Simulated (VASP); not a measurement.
Input of a VASP 6.6.1 run:

INCAR

```
ALGO     = Normal         # electronic algorithm
EDIFF    = 1E-8           # SCF threshold, eV
ENCUT    = 520            # plane-wave cutoff, eV
IBRION   = 8              # ionic algorithm
ISIF     = 2              # what is computed and relaxed
ISMEAR   = 0              # smearing method
KPAR     = 4            
LASPH    = True           # aspherical terms in the spheres
LCHARG   = False          # write CHGCAR
LEPSILON = True           # dielectric tensor by DFPT
LREAL    = False          # projectors in reciprocal space
LWAVE    = False          # write WAVECAR
NELM     = 100            # most SCF steps
NSW      = 1              # ionic steps
PREC     = Accurate       # precision mode
SIGMA    = 0.01           # smearing width, eV
```

KPOINTS

```
k-points
0
Gamma
  6 6 6
```

The input POSCAR:

```
Ga2O3
1.0
    2.4749501546      1.4289131380      4.4353549202
   -2.4749501546      1.4289131380      4.4353549202
    0.0000000000     -2.8578262759      4.4353549202
Ga O
4 6
Direct
    0.8557741007      0.8557741007      0.8557741007
    0.6442258993      0.6442258993      0.6442258993
    0.1442258993      0.1442258993      0.1442258993
    0.3557741007      0.3557741007      0.3557741007
    0.0527748592      0.4472251408      0.7500000000
    0.7500000000      0.0527748592      0.4472251408
    0.4472251408      0.7500000000      0.0527748592
    0.9472251408      0.5527748592      0.2500000000
    0.2500000000      0.9472251408      0.5527748592
    0.5527748592      0.2500000000      0.9472251408
```

Potentials or basis: VASP PAW LDA potentials, release 64 (Ga_d, O).

Command:

```bash
$ cat potpaw_LDA.64/Ga_d/POTCAR potpaw_LDA.64/O/POTCAR > POTCAR
$ mpirun -np 4 vasp_std > vasp.out
```

Task: Estimate the electronic dielectric tensor (diagonal).

Result: 4.28, 4.28, 4.15.

Task: Predict the Born charges (mean of the diagonal).

Result: Ga +3.24; O -2.16 e.

Task: Predict the highest phonon frequency at Γ, LO-TO splitting left out.

Result: 702 cm⁻¹.

Born effective charge tensors (e):
atom 1, Ga
```
 3.26 -0.04  0.00
 0.04  3.26  0.00
 0.00  0.00  3.20
```
atom 2, Ga
```
 3.26  0.04  0.00
-0.04  3.26  0.00
 0.00  0.00  3.20
```
atom 3, Ga
```
 3.26 -0.04  0.00
 0.04  3.26  0.00
 0.00  0.00  3.20
```
atom 4, Ga
```
 3.26  0.04  0.00
-0.04  3.26  0.00
 0.00  0.00  3.20
```
atom 5, O
```
-2.28  0.00  0.00
 0.00 -2.06  0.34
 0.00  0.51 -2.13
```
atom 6, O
```
-2.12  0.09 -0.30
 0.09 -2.23 -0.17
-0.44 -0.25 -2.13
```
atom 7, O
```
-2.12 -0.09  0.30
-0.09 -2.23 -0.17
 0.44 -0.25 -2.13
```
atom 8, O
```
-2.28  0.00  0.00
 0.00 -2.06  0.34
 0.00  0.51 -2.13
```
atom 9, O
```
-2.12  0.09 -0.30
 0.09 -2.23 -0.17
-0.44 -0.25 -2.13
```
atom 10, O
```
-2.12 -0.09  0.30
-0.09 -2.23 -0.17
 0.44 -0.25 -2.13
```

Caveat: the cell stands under pressure or tension, which shifts response properties.
